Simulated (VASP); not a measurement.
# AlN (Pna2_1) in VASP: notebook, part 2 of 2

VASP 6.6.1. The steps go on from the part before.

### 3 Single point, PBE (mode 4 (223.6 1/cm) frozen in, largest displacement +0.225 Å)

File INCAR:

```
PREC = Accurate ; ENCUT = 520
EDIFF = 1E-6 ; ISMEAR = 0
SIGMA = 0.05 ; LREAL = F
LASPH = T ; NELM = 100
ALGO = Normal ; ISIF = 2
LWAVE = F ; LCHARG = F
GGA = PE ; NBANDS = 26
```

File KPOINTS:

```
regular mesh
0
Gamma
  8 6 4
```

File POSCAR:

```
AlN
1.0
   -3.1302395625      0.0000000000      0.0000000000
    0.0000000000      0.0000000000     -5.0179796543
    0.0000000000     -5.4217339621      0.0000000000
Al N
4 4
Direct
    0.5718794825      0.9982712825      0.1666666667
   -0.0718794825      0.9982712825      0.6666666667
    0.0718794825      0.4982712825      0.3333333333
    0.4281205175      0.4982712825      0.8333333333
    0.5649176034      0.6167287175      0.1666666667
   -0.0649176034      0.6167287175      0.6666666667
    0.0649176034      0.1167287175      0.3333333333
    0.4350823966      0.1167287175      0.8333333333
```

Potentials or basis: VASP PAW PBE potentials, release 64 (Al, N).

On the command line:

```
$ cat potpaw_PBE.64/Al/POTCAR potpaw_PBE.64/N/POTCAR > POTCAR
$ mpirun -np 1 vasp_std > vasp.out
```

OUTCAR:

```text
PREC = Accurate
   ENCUT = 520
   EDIFF = 1E-6
   ISMEAR = 0
   LREAL = F
   LASPH = T
   NELM = 100
   ISIF = 2
   GGA = PE

 ion  position               nearest neighbor table
   1  0.572  0.998  0.167-   7 1.88   5 1.91   7 1.92   8 1.95   2 2.93   2 2.93   3 3.09   3 3.09
                             3 3.09   3 3.09   4 3.12   4 3.12
   2  0.928  0.998  0.667-   8 1.88   6 1.91   8 1.92   7 1.95   1 2.93   1 2.93   4 3.09   4 3.09
                             4 3.09   4 3.09   3 3.12   3 3.12
   3  0.072  0.498  0.333-   5 1.88   7 1.91   5 1.92   6 1.95   4 2.93   4 2.93   1 3.09   1 3.09
                             1 3.09   1 3.09   2 3.12   2 3.12
   4  0.428  0.498  0.833-   6 1.88   8 1.91   6 1.92   5 1.95   3 2.93   3 2.93   2 3.09   2 3.09
                             2 3.09   2 3.09   1 3.12   1 3.12
[... 918 lines left out ...]
  external PRESSURE =     -17.4236169 kB  Pullay stress =       0.0000000 kB

 VOLUME and BASIS-vectors are now :
 -----------------------------------------------------------------------------
  energy-cutoff  :      520.00
  volume of cell :       85.16
      direct lattice vectors                 reciprocal lattice vectors
    -3.130239562  0.000000000  0.000000000    -0.319464367  0.000000000  0.000000000
     0.000000000  0.000000000 -5.017979654     0.000000000  0.000000000 -0.199283391
     0.000000000 -5.421733962  0.000000000     0.000000000 -0.184442838  0.000000000

 POSITION                                       TOTAL-FORCE (eV/Angst)
 -----------------------------------------------------------------------------------
     -1.79012     -0.90362     -5.00930         1.087445      0.322516     -0.052501
     -2.90524     -3.61449     -5.00930        -1.087445      0.322516     -0.052501
     -0.22500     -1.80724     -2.50032         1.087445     -0.322516     -0.052501
     -1.34012     -4.51811     -2.50032        -1.087445     -0.322516     -0.052501
     -1.76833     -0.90362     -3.09473         0.553507      0.363355      0.052501
     -2.92703     -3.61449     -3.09473        -0.553507      0.363355      0.052501
     -0.20321     -1.80724     -0.58574         0.553507     -0.363355      0.052501
     -1.36191     -4.51811     -0.58574        -0.553507     -0.363355      0.052501
 -----------------------------------------------------------------------------------
    total drift:                               -0.000000      0.000001      0.001388

  FREE ENERGIE OF THE ION-ELECTRON SYSTEM (eV)
  ---------------------------------------------------
  free  energy   TOTEN  =       -58.8421942285 eV

  energy  without entropy=      -58.8421942285  energy(sigma->0) =      -58.84219423
```

stdout:

```text
POSCAR found type information on POSCAR AlN
 POSCAR found :  2 types and       8 ions
 scaLAPACK will be used
 LDA part: xc-table for (Slater+PW92), standard interpolation
 POSCAR, INCAR and KPOINTS ok, starting setup
 FFT: planning ... GRIDC
 FFT: planning ... GRID_SOFT
 FFT: planning ... GRID
 WAVECAR not read
 entering main loop
```

Wall time 36 s (1 thread of Intel Xeon 6975P-C (Granite Rapids), shared host); peak memory 0.24 GiB.

Results:

* Free energy: -58.8422 eV
* Pressure: -1.7 GPa
* Largest force: 1.135 eV/Å
* Band gap on the k mesh: 3.74 eV, direct

Forces in eV/Å, atoms in the order of the input:
```
Al   1.087  0.323 -0.053
Al  -1.087  0.323 -0.053
Al   1.087 -0.323 -0.053
Al  -1.087 -0.323 -0.053
N    0.554  0.363  0.053
N   -0.554  0.363  0.053
N    0.554 -0.363  0.053
N   -0.554 -0.363  0.053
```

Levels at points of the mesh, in eV from the valence-band top:
```csv
k point,band 14,band 15,band 16,band 17,band 18,band 19
"(0.00, 0.00, 0.00)",-0.30,-0.03,0.00,3.74,5.58,5.83
"(0.50, 0.00, 0.00)",-1.47,-1.45,-1.45,5.55,5.55,7.22
"(0.00, 0.50, 0.00)",-0.70,-0.30,-0.30,5.11,5.11,5.95
"(0.50, 0.50, 0.00)",-1.23,-0.57,-0.57,5.74,5.74,6.91
"(0.00, 0.00, 0.50)",-0.59,-0.29,-0.29,5.70,5.70,6.89
"(0.50, 0.00, 0.50)",-1.80,-0.70,-0.70,5.56,5.56,5.68
"(0.00, 0.50, 0.50)",-0.97,-0.97,-0.97,6.17,6.17,6.17
"(0.50, 0.50, 0.50)",-1.32,-1.22,-1.22,5.03,5.03,5.24
```

Caveat: the cell differs from its parent crystal (mode 4 (223.6 1/cm) frozen in, largest displacement +0.225 Å); forces of over 1 eV/Å act on the atoms, so gaps and moduli don't describe the material at rest.

### 4 Single point, PBE (mode 4 (223.6 1/cm) frozen in, largest displacement -0.150 Å)

File INCAR:

```
SYSTEM = AlN
PREC     = Accurate       ! precision mode
ENCUT    = 520            ! plane-wave cutoff, eV
EDIFF    = 1E-6           ! SCF threshold, eV
ISMEAR   = 0              ! smearing method
SIGMA    = 0.05           ! smearing width, eV
LREAL    = .FALSE.        ! projectors in reciprocal space
LASPH    = .TRUE.         ! aspherical terms in the spheres
NELM     = 60             ! most SCF steps
ALGO     = Normal         ! electronic algorithm
ISIF     = 2              ! what is computed and relaxed
LWAVE    = .FALSE.        ! write WAVECAR
LCHARG   = .FALSE.        ! write CHGCAR
GGA      = PE             ! functional
NBANDS   = 26             ! bands
```

File KPOINTS:

```
regular mesh
0
G
  8 6 4
  0 0 0
```

File POSCAR:

```
AlN
1.0
   -3.1302395625      0.0000000000      0.0000000000
    0.0000000000      0.0000000000     -5.0179796543
    0.0000000000     -5.4217339621      0.0000000000
Al N
4 4
Direct
    0.4520803450      0.9982712825      0.1666666667
    0.0479196550      0.9982712825      0.6666666667
   -0.0479196550      0.4982712825      0.3333333333
    0.5479196550      0.4982712825      0.8333333333
    0.4567215977      0.6167287175      0.1666666667
    0.0432784023      0.6167287175      0.6666666667
   -0.0432784023      0.1167287175      0.3333333333
    0.5432784023      0.1167287175      0.8333333333
```

Potentials or basis: VASP PAW PBE potentials, release 64 (Al, N).

On the command line:

```
$ cat potpaw_PBE.64/Al/POTCAR potpaw_PBE.64/N/POTCAR > POTCAR
$ mpirun -np 1 vasp_std > vasp.out
```

OUTCAR:

```text
SYSTEM = AlN
   PREC = Accurate
   ENCUT = 520
   EDIFF = 1E-6
   ISMEAR = 0
   LREAL = .FALSE.
   LASPH = .TRUE.
   NELM = 60
   ISIF = 2
   GGA = PE

 ion  position               nearest neighbor table
   1  0.452  0.998  0.167-   7 1.89   7 1.91   5 1.91   8 1.92   2 2.99   2 2.99   3 3.09   3 3.09
                             3 3.09   3 3.09   4 3.11   4 3.11   2 3.29   2 3.29
   2  0.048  0.998  0.667-   8 1.89   8 1.91   6 1.91   7 1.92   1 2.99   1 2.99   4 3.09   4 3.09
                             4 3.09   4 3.09   3 3.11   3 3.11   1 3.29   1 3.29
   3  0.952  0.498  0.333-   5 1.89   5 1.91   7 1.91   6 1.92   4 2.99   4 2.99   1 3.09   1 3.09
                             1 3.09   1 3.09   2 3.11   2 3.11   4 3.29   4 3.29
   4  0.548  0.498  0.833-   6 1.89   6 1.91   8 1.91   5 1.92   3 2.99   3 2.99   2 3.09   2 3.09
                             2 3.09   2 3.09   1 3.11   1 3.11   3 3.29   3 3.29
   5  0.457  0.617  0.167-   3 1.89   3 1.91   1 1.91   4 1.92
   6  0.043  0.617  0.667-   4 1.89   4 1.91   2 1.91   3 1.92
   7  0.957  0.117  0.333-   1 1.89   1 1.91   3 1.91   2 1.92
   8  0.543  0.117  0.833-   2 1.89   2 1.91   4 1.91   1 1.92

  LATTYP: Found a simple orthorhombic cell.
 ALAT       =     3.1302395625
 B/A-ratio  =     1.6030656933
 C/A-ratio  =     1.7320508076

  Lattice vectors:

 A1 = (  -3.1302395625,   0.0000000000,   0.0000000000)
 A2 = (   0.0000000000,   0.0000000000,  -5.0179796543)
 A3 = (   0.0000000000,  -5.4217339621,   0.0000000000)

Analysis of symmetry for initial positions (statically):
=====================================================================
 Subroutine PRICEL returns:
 Original cell was already a primitive cell.

 Routine SETGRP: Setting up the symmetry group for a
 simple orthorhombic supercell.

 Subroutine GETGRP returns: Found  4 space group operations
 (whereof  1 operations were pure point group operations)
 out of a pool of  8 trial point group operations.

The static configuration has the point symmetry C_1 .
[... 151 lines left out ...]
   LORBIT       =      0    0 simple, 1 ext, 2 COOP (PROOUT), +10 PAW based schemes
   GGA     = PE    functional components
   LHFCALC =     F    Hartree Fock is set to
   AEXX    =    0.0000 exact exchange contribution
   IVDW    =     0    specifies the selected vdW correction
   LEPSILON=     F    determine dielectric tensor
   LRPA    =     F    only Hartree local field effects (RPA)
 non-spin polarized calculation
 Gauss-broadening in eV      SIGMA  =   0.05
  energy-cutoff  :      520.00
  volume of cell :       85.16
 maximum number of plane-waves:      2320
 NGX is ok and might be reduce to    24
   NGX = 11   NGY = 19   NGZ = 21

 number of electron      31.9999995 magnetization

 Free energy of the ion-electron system (eV)
  ---------------------------------------------------
  ext. energy  EPLUGINS =         0.00000000
  ---------------------------------------------------
  free energy    TOTEN  =       -59.24088425 eV

  energy without entropy =      -59.24088425  energy(sigma->0) =      -59.24088425

 E-fermi :   6.2457     XC(G=0): -10.8400

 val. band max:        5.9851864410   @ k =   0.0000   0.0000   0.0000
 cond. band min:       9.9065745047   @ k =   0.0000   0.0000   0.0000
 fundamental gap:      3.9213880637
 Fermi energy:         6.2456877956

 k-point     1 :       0.0000    0.0000    0.0000
  band No.  band energies     occupation
      1      -9.0832      2.00000
      2      -7.1609      2.00000
      3      -7.0007      2.00000
      4      -6.4657      2.00000
      5       0.0709      2.00000
      6       0.5987      2.00000
[... 685 lines left out ...]
     25      16.3757      0.00000
     26      16.8570      0.00000

 [... further k-points ...]

------------------------ aborting loop because EDIFF is reached ----------------------------------------

  FORCE on cell =-STRESS in cart. coord.  units (eV):
  Direction    XX          YY          ZZ          XY          YZ          ZX
  --------------------------------------------------------------------------------------
  -------------------------------------------------------------------------------------
  Total       -1.1465882      0.1037906     -0.5116735      0.0000000      0.0000000      0.0000000
  in kB      -21.5711529      1.9526482     -9.6262877      0.0000000      0.0000000      0.0000000
  external PRESSURE =      -9.7482641 kB  Pullay stress =       0.0000000 kB

 VOLUME and BASIS-vectors are now :
 -----------------------------------------------------------------------------
  energy-cutoff  :      520.00
  volume of cell :       85.16
      direct lattice vectors                 reciprocal lattice vectors
    -3.130239562  0.000000000  0.000000000    -0.319464367  0.000000000  0.000000000
     0.000000000  0.000000000 -5.017979654     0.000000000  0.000000000 -0.199283391
     0.000000000 -5.421733962  0.000000000     0.000000000 -0.184442838  0.000000000

 POSITION                                       TOTAL-FORCE (eV/Angst)
 -----------------------------------------------------------------------------------
     -1.41512     -0.90362     -5.00930        -0.739398      0.158503     -0.027846
     -0.15000     -3.61449     -5.00930         0.739398      0.158503     -0.027846
     -2.98024     -1.80724     -2.50032        -0.739398     -0.158503     -0.027846
     -1.71512     -4.51811     -2.50032         0.739398     -0.158503     -0.027846
     -1.42965     -0.90362     -3.09473        -0.362424      0.177017      0.027846
     -0.13547     -3.61449     -3.09473         0.362424      0.177017      0.027846
     -2.99477     -1.80724     -0.58574        -0.362424     -0.177017      0.027846
     -1.70059     -4.51811     -0.58574         0.362424     -0.177017      0.027846
 -----------------------------------------------------------------------------------
    total drift:                               -0.000000      0.000001      0.001325

  FREE ENERGIE OF THE ION-ELECTRON SYSTEM (eV)
  ---------------------------------------------------
  free  energy   TOTEN  =       -59.2408842452 eV

  energy  without entropy=      -59.2408842452  energy(sigma->0) =      -59.24088425
```

OSZICAR:

```text
N       E                     dE             d eps       ncg     rms          rms(c)
DAV:   1     0.111233245830E+03    0.11123E+03   -0.14643E+04  3120   0.111E+03
DAV:   2    -0.584479850574E+02   -0.16968E+03   -0.15886E+03  4262   0.227E+02
DAV:   3    -0.684287308911E+02   -0.99807E+01   -0.99230E+01  4156   0.558E+01
DAV:   4    -0.685191029349E+02   -0.90372E-01   -0.90308E-01  3716   0.613E+00
DAV:   5    -0.685203639229E+02   -0.12610E-02   -0.12606E-02  4100   0.727E-01    0.170E+01
DAV:   6    -0.592043197508E+02    0.93160E+01   -0.29522E+01  3874   0.289E+01    0.591E+00
DAV:   7    -0.592671672623E+02   -0.62848E-01   -0.15092E+00  3726   0.633E+00    0.408E+00
DAV:   8    -0.592512438361E+02    0.15923E-01   -0.16732E-01  3598   0.283E+00    0.720E-01
DAV:   9    -0.592398159893E+02    0.11428E-01   -0.44040E-02  4130   0.108E+00    0.349E-01
DAV:  10    -0.592410820953E+02   -0.12661E-02   -0.55580E-03  3604   0.380E-01    0.209E-01
DAV:  11    -0.592408799693E+02    0.20213E-03   -0.56921E-04  3770   0.133E-01    0.492E-02
DAV:  12    -0.592408849679E+02   -0.49986E-05   -0.19879E-05  3698   0.298E-02    0.113E-02
DAV:  13    -0.592408841325E+02    0.83539E-06   -0.13972E-05  3678   0.205E-02    0.606E-03
DAV:  14    -0.592408842452E+02   -0.11262E-06   -0.71723E-07  1912   0.582E-03
   1 F= -.59240884E+02 E0= -.59240884E+02  d E =-.239022E-15
```

Run time: 37 s. Hardware: 1 thread of Intel Xeon 6975P-C (Granite Rapids), shared host; peak memory 0.24 GiB.

What came out:

```yaml
Free_energy: -59.2409 eV
Pressure: -1.0 GPa
Largest_force: 0.757 eV/Å
Band_gap_on_the_k_mesh: 3.92 eV, direct
```

Forces on the atoms (eV/Å):
```
Al  -0.739  0.159 -0.028
Al   0.739  0.159 -0.028
Al  -0.739 -0.159 -0.028
Al   0.739 -0.159 -0.028
N   -0.362  0.177  0.028
N    0.362  0.177  0.028
N   -0.362 -0.177  0.028
N    0.362 -0.177  0.028
```

Stress tensor (GPa, compression positive):
```
-2.16  0.00  0.00
 0.00  0.20  0.00
 0.00  0.00 -0.96
```

Caveat: the cell differs from its parent crystal (mode 4 (223.6 1/cm) frozen in, largest displacement -0.150 Å).

### 5 Single point, PBE (mode 4 (223.6 1/cm) frozen in, largest displacement +0.075 Å)

File INCAR:

```
ALGO = Normal ; EDIFF = 1E-7
ENCUT = 520 ; GGA = PE
ISIF = 2 ; ISMEAR = 0
LASPH = T ; LCHARG = T
LELF = T ; LREAL = F
LVHAR = T ; LWAVE = F
NBANDS = 26 ; NELM = 60
PREC = Accurate ; SIGMA = 0.05
```

File KPOINTS:

```
k-points
0
Gamma
  8 6 4
```

File POSCAR:

```
AlN
1.0
   -3.1302395625      0.0000000000      0.0000000000
    0.0000000000      0.0000000000     -5.0179796543
    0.0000000000     -5.4217339621      0.0000000000
Al N
4 4
Direct
    0.5239598275      0.9982712825      0.1666666667
   -0.0239598275      0.9982712825      0.6666666667
    0.0239598275      0.4982712825      0.3333333333
    0.4760401725      0.4982712825      0.8333333333
    0.5216392011      0.6167287175      0.1666666667
   -0.0216392011      0.6167287175      0.6666666667
    0.0216392011      0.1167287175      0.3333333333
    0.4783607989      0.1167287175      0.8333333333
```

On the command line:

```
$ cat potpaw_PBE.64/Al/POTCAR potpaw_PBE.64/N/POTCAR > POTCAR
$ mpirun -np 1 vasp_std > vasp.out
```

Run time: 41 s. Hardware: 1 thread of Intel Xeon 6975P-C (Granite Rapids), shared host; peak memory 0.24 GiB.

Results (log left out):

* Free energy: -59.4810 eV
* Pressure: -0.5 GPa
* Largest force: 0.375 eV/Å
* Band gap on the k mesh: 4.01 eV

Forces on the atoms (eV/Å):
```
Al   0.373  0.042 -0.007
Al  -0.373  0.042 -0.007
Al   0.373 -0.042 -0.007
Al  -0.373 -0.042 -0.007
N    0.178  0.047  0.007
N   -0.178  0.047  0.007
N    0.178 -0.047  0.007
N   -0.178 -0.047  0.007
```

Stress tensor (GPa, compression positive):
```
-0.75  0.00  0.00
 0.00 -0.19  0.00
 0.00  0.00 -0.42
```

Levels at points of the mesh, in eV from the valence-band top:
| k point | band 12 | band 13 | band 14 | band 15 | band 16 | band 17 | band 18 | band 19 | band 20 | band 21 |
| --- | --- | --- | --- | --- | --- | --- | --- | --- | --- | --- |
| (0.00, 0.00, 0.00) | -0.86 | -0.63 | -0.21 | -0.17 | 0.00 | 4.01 | 5.74 | 5.77 | 6.46 | 8.02 |
| (0.50, 0.00, 0.00) | -2.81 | -1.73 | -1.73 | -1.41 | -1.41 | 5.70 | 5.70 | 7.70 | 7.70 | 8.72 |
| (0.00, 0.50, 0.00) | -1.35 | -0.55 | -0.55 | -0.50 | -0.50 | 5.23 | 5.23 | 6.27 | 6.27 | 9.13 |
| (0.50, 0.50, 0.00) | -2.79 | -1.05 | -1.05 | -0.84 | -0.84 | 6.33 | 6.33 | 6.77 | 6.77 | 8.60 |
| (0.00, 0.00, 0.50) | -1.53 | -0.47 | -0.47 | -0.36 | -0.36 | 6.02 | 6.02 | 7.43 | 7.43 | 7.99 |
| (0.50, 0.00, 0.50) | -2.04 | -1.75 | -1.75 | -0.68 | -0.68 | 5.74 | 5.74 | 5.76 | 5.76 | 8.00 |
| (0.00, 0.50, 0.50) | -1.59 | -1.01 | -1.01 | -1.01 | -1.01 | 6.41 | 6.41 | 6.41 | 6.41 | 9.31 |
| (0.50, 0.50, 0.50) | -1.45 | -1.35 | -1.35 | -1.30 | -1.30 | 5.20 | 5.20 | 5.27 | 5.27 | 8.97 |

Caveat: the cell differs from its parent crystal (mode 4 (223.6 1/cm) frozen in, largest displacement +0.075 Å).

### 6 Single point, PBE (mode 4 (223.6 1/cm) frozen in, largest displacement +0.263 Å)

File INCAR:

```
  ALGO = Normal
  EDIFF = 1E-6
  ENCUT = 520
  GGA = PE
  ISIF = 2
  ISMEAR = 0
  LASPH = T
  LCHARG = F
  LREAL = F
  LWAVE = F
  NBANDS = 26
  NELM = 80
  PREC = Accurate
  SIGMA = 0.05
```

KPOINTS is that of step 5.

File POSCAR:

```
AlN
1.0
   -3.1302395625      0.0000000000      0.0000000000
    0.0000000000      0.0000000000     -5.0179796543
    0.0000000000     -5.4217339621      0.0000000000
Al N
4 4
Direct
    0.5838593963      0.9982712825      0.1666666667
   -0.0838593963      0.9982712825      0.6666666667
    0.0838593963      0.4982712825      0.3333333333
    0.4161406037      0.4982712825      0.8333333333
    0.5757372040      0.6167287175      0.1666666667
   -0.0757372040      0.6167287175      0.6666666667
    0.0757372040      0.1167287175      0.3333333333
    0.4242627960      0.1167287175      0.8333333333
```

Potentials or basis: VASP PAW PBE potentials, release 64 (Al, N).

On the command line:

```
$ cat potpaw_PBE.64/Al/POTCAR potpaw_PBE.64/N/POTCAR > POTCAR
$ mpirun -np 1 vasp_std > vasp.out
```

Run time: 37 s. Hardware: 1 thread of Intel Xeon 6975P-C (Granite Rapids), shared host; peak memory 0.23 GiB.

Results (log left out):

```
Free energy            : -58.5854 eV
Pressure               : -2.2 GPa
Largest force          : 1.316 eV/Å
Band gap on the k mesh : 3.57 eV, direct
```

Forces in eV/Å, atoms in the order of the input:
```
Al   1.248  0.412 -0.063
Al  -1.248  0.412 -0.063
Al   1.248 -0.412 -0.063
Al  -1.248 -0.412 -0.063
N    0.649  0.466  0.063
N   -0.649  0.466  0.063
N    0.649 -0.466  0.063
N   -0.649 -0.466  0.063
```

Stress tensor (GPa, compression positive):
```
-6.11  0.00  0.00
 0.00  1.88  0.00
 0.00  0.00 -2.31
```

Levels at points of the mesh, in eV from the valence-band top:
```csv
k point,band 12,band 13,band 14,band 15,band 16,band 17,band 18,band 19,band 20,band 21
"(0.00, 0.00, 0.00)",-1.00,-0.45,-0.41,-0.10,0.00,3.57,5.45,5.76,5.79,7.82
"(0.50, 0.00, 0.00)",-2.82,-1.55,-1.55,-1.42,-1.42,5.42,5.42,6.98,6.98,8.25
"(0.00, 0.50, 0.00)",-1.47,-0.82,-0.82,-0.29,-0.29,5.00,5.00,5.76,5.76,8.90
"(0.50, 0.50, 0.00)",-2.54,-1.34,-1.34,-0.56,-0.56,5.51,5.51,6.79,6.79,7.82
"(0.00, 0.00, 0.50)",-1.60,-0.69,-0.69,-0.35,-0.35,5.52,5.52,6.62,6.62,7.79
"(0.50, 0.00, 0.50)",-2.10,-1.87,-1.87,-0.78,-0.78,5.43,5.43,5.59,5.59,7.61
"(0.00, 0.50, 0.50)",-1.76,-1.03,-1.03,-1.03,-1.03,6.01,6.01,6.01,6.01,8.77
"(0.50, 0.50, 0.50)",-1.57,-1.37,-1.37,-1.27,-1.27,4.91,4.91,5.15,5.15,8.25
```

Caveat: the cell differs from its parent crystal (mode 4 (223.6 1/cm) frozen in, largest displacement +0.263 Å); forces of over 1 eV/Å act on the atoms, so gaps and moduli don't describe the material at rest.
